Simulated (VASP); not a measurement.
A run of VASP 6.6.1 is set up as follows.

The input INCAR:

```
SYSTEM = TiAl3
ALGO = Fast
EDIFF = 1E-6
ENCUT = 520
GGA = PE
ISIF = 2
ISMEAR = 0
IVDW = 12
LASPH = .True.
LCHARG = .False.
LREAL = .False.
LWAVE = .False.
NBANDS = 18
NELM = 100
PREC = Accurate
SIGMA = 0.1
```

KPOINTS

```
k-points
0
Gamma
  14 10 10
  0 0 0
```

Contents of POSCAR:

```
TiAl3
1.0
    2.7666359815      0.0000000000      0.0000000000
    0.0000000000      4.6382660268      0.0000000000
    0.0000000000      0.0000000000      4.8629302959
Ti Al
1 3
Direct
    0.0000000000      0.5000000000      0.1633987224
    0.5000000000      0.5000000000      0.6641460423
    0.5000000000      0.0000000000      0.3338834958
    0.0000000000      0.0000000000      0.8385707395
```

Potentials or basis: VASP PAW PBE potentials, release 64 (Ti_sv, Al).

Run with:

```sh
$ cat potpaw_PBE.64/Ti_sv/POTCAR potpaw_PBE.64/Al/POTCAR > POTCAR
$ mpirun -np 1 vasp_std > vasp.out
```

Q: Predict the dispersion energy per atom.

A: -0.426 eV.

Q: Estimate the pressure.

A: 0.0 GPa.

Caveat: pairwise dispersion overbinds metals, which lowers pressure and volume.
